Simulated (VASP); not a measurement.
## NiO: single point with BLYP+U

The system is NiO.

```
Ni O
1.0
     0.00000    2.17545    2.17545
     2.17545    0.00000    2.17545
     2.17545    2.17545    0.00000
Ni O
1 1
Direct
  0.00000 0.00000 0.00000
  0.50000 0.50000 0.50000
```

This cell differs from its parent crystal: volume scaled by 1.02.

```json
{
 "Program": "VASP 6.6.1",
 "Task": "single point",
 "Functional": "BLYP",
 "Potentials or basis": "VASP PAW PBE potentials, release 64 (Ni, O)",
 "Cutoff": "600 eV",
 "k mesh": "10 × 10 × 10",
 "Occupations": "gaussian, width 0.05 eV",
 "Spin": "collinear spin, ferromagnetic start",
 "Starting moments": "[1.91, 0.22] μB",
 "Hubbard terms": "Ni d U = 6.2 eV"
}
```

```
Pressure                                              : -9.9 GPa
Band gap on the k mesh                                : 2.27 eV, indirect (least direct gap 2.94 eV)
Net moment                                            : 2.00 μB per cell
Site moments                                          : Ni +1.81; O +0.17 μB
Valence electrons inside the program's atomic spheres : Ni 8.81; O 4.98
```

Levels at points of the mesh, in eV from the valence-band top:
Spin up:
```tsv
k point	band 6	band 7	band 8	band 9	band 10	band 11	band 12	band 13
(0.00, 0.00, 0.00)	-4.99	-0.99	-0.99	-0.99	2.27	17.50	17.50	17.50
(0.50, 0.00, 0.00)	-4.62	-3.15	0.00	0.00	6.78	10.03	14.30	14.30
(0.50, 0.50, 0.00)	-4.38	-4.38	-2.16	-2.16	6.29	11.33	11.66	16.43
```
Spin down:
| k point | band 5 | band 6 | band 7 | band 8 | band 9 | band 10 |
| --- | --- | --- | --- | --- | --- | --- |
| (0.00, 0.00, 0.00) | -0.67 | -0.67 | -0.67 | 2.56 | 2.56 | 2.59 |
| (0.50, 0.00, 0.00) | -2.37 | -1.65 | -1.65 | 4.49 | 4.49 | 6.94 |
| (0.50, 0.50, 0.00) | -3.36 | -1.86 | -1.86 | 2.92 | 3.19 | 6.84 |

Eigenvalues of the final occupation matrices:
```tsv
site	spin	trace	eigenvalues
site 1 d	1	4.99	0.98 0.98 0.98 1.02 1.02
site 1 d	2	3.19	0.12 0.12 0.98 0.98 0.98
```

Wall time 69 s on 1 thread of AMD EPYC 9R45 (Zen 5), with other jobs on the host, peak memory 0.16 GiB.

Caveat: the PAW data sets were made with another functional, which shifts forces and pressure a little; a cell with one magnetic atom can't hold antiferromagnetic order, which such compounds often take. A k mesh can miss the band edges.
